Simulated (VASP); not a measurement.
LiNi3Pd, 5 atoms in the cell. Symmetry: Pm-3m, No. 221, cubic system. Conventional cell: a = 4.593 Å, b = 4.593 Å, c = 4.593 Å, α = 90.00°, β = 90.00°, γ = 90.00°. Within 4.3 Å of Li (site symmetry m-3m) lie 12 Ni at 3.25 Å and 8 Pd at 3.98 Å. Within 3.0 Å of Ni (site symmetry 4/mmm) lie 2 Pd at 2.30 Å. Pd (site symmetry m-3m) has 6 Ni at 2.30 Å within 3.0 Å. 

```yaml
Program: VASP 6.6.1
Task: single point
Functional: PBE
Potentials_or_basis: VASP PAW PBE potentials, release 64 (Li_sv, Ni, Pd)
Cutoff: 520 eV
k_mesh: 8 × 8 × 8
Occupations: gaussian, width 0.1 eV
Spin: no spin polarisation
Dipole_correction: no
Further_INCAR_settings: ALGO = Normal; EDIFF = 1e-06; NBANDS = 30
```

Potentials or basis: VASP PAW PBE potentials, release 64 (Li_sv, Ni, Pd).

The run is started by

```sh
$ cat potpaw_PBE.64/Li_sv/POTCAR potpaw_PBE.64/Ni/POTCAR potpaw_PBE.64/Pd/POTCAR > POTCAR
$ mpirun -np 1 vasp_std > vasp.out
```

Hardware: 1 thread of Intel(R) Xeon(R) 6975P-C (Granite Rapids), on a shared host.

Problem. How long does it take, and how much memory?

Solution. Wall time 55 s on 1 thread of Intel(R) Xeon(R) 6975P-C (Granite Rapids), on a shared host, peak memory 0.26 GiB. Counts: scf iterations 15, k points 35.
